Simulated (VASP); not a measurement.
Wanted: the native input for a VASP 6.6.1 run.

```
Task                   : single point
Functional             : PBEsol
Dispersion             : D3(BJ)
Potentials or basis    : VASP PAW PBE potentials, release 64 (Ir)
Cutoff                 : 520 eV
k mesh                 : 12 × 12 × 12
Occupations            : fermi-dirac, width 0.01 eV
Spin                   : non-collinear spin, typed start, spin-orbit coupling
Starting moments       : [[0.424, 0.424, 0.0]] μB
Dipole correction      : no
Further INCAR settings : ALGO = Fast; EDIFF = 1e-07; NBANDS = 20
```

The structure of Ir lies in POSCAR:

```
Ir
1.0
    0.0000000000      1.9156000000      1.9156000000
    1.9156000000      0.0000000000      1.9156000000
    1.9156000000      1.9156000000      0.0000000000
Ir
1
Direct
    0.0000000000      0.0000000000      0.0000000000
```

One way to write it, as run:

INCAR

```
ALGO = Fast ; EDIFF = 1E-7
ENCUT = 520 ; GGA = PS
GGA_COMPAT = F ; ISIF = 2
ISMEAR = -1 ; IVDW = 12
LASPH = T ; LCHARG = T
LMAXMIX = 4 ; LORBIT = 11
LORBMOM = T ; LREAL = F
LSORBIT = T ; LVHAR = T
LWAVE = F ; MAGMOM = 0.424 0.424 0
NBANDS = 20 ; NELM = 150
PREC = Accurate ; SIGMA = 0.01
```

KPOINTS

```
k-points
0
Gamma
  12 12 12
```

Potentials or basis: VASP PAW PBE potentials, release 64 (Ir).

Command:

```console
$ cat potpaw_PBE.64/Ir/POTCAR > POTCAR
$ mpirun -np 1 vasp_ncl > vasp.out
```

It gave:

```
Pressure                                              : -7.0 GPa
Net moment                                            : 0.00 μB per cell
Valence electrons inside the program's atomic spheres : Ir 8.41
Dispersion energy per atom                            : -0.719 eV
```

Caveat: the cell stands under tension; the PAW data sets were made with another functional, which shifts forces and pressure a little.

Wall time 8.5 min on 1 thread of Intel Xeon 8259CL, on a shared host, peak memory 0.32 GiB.
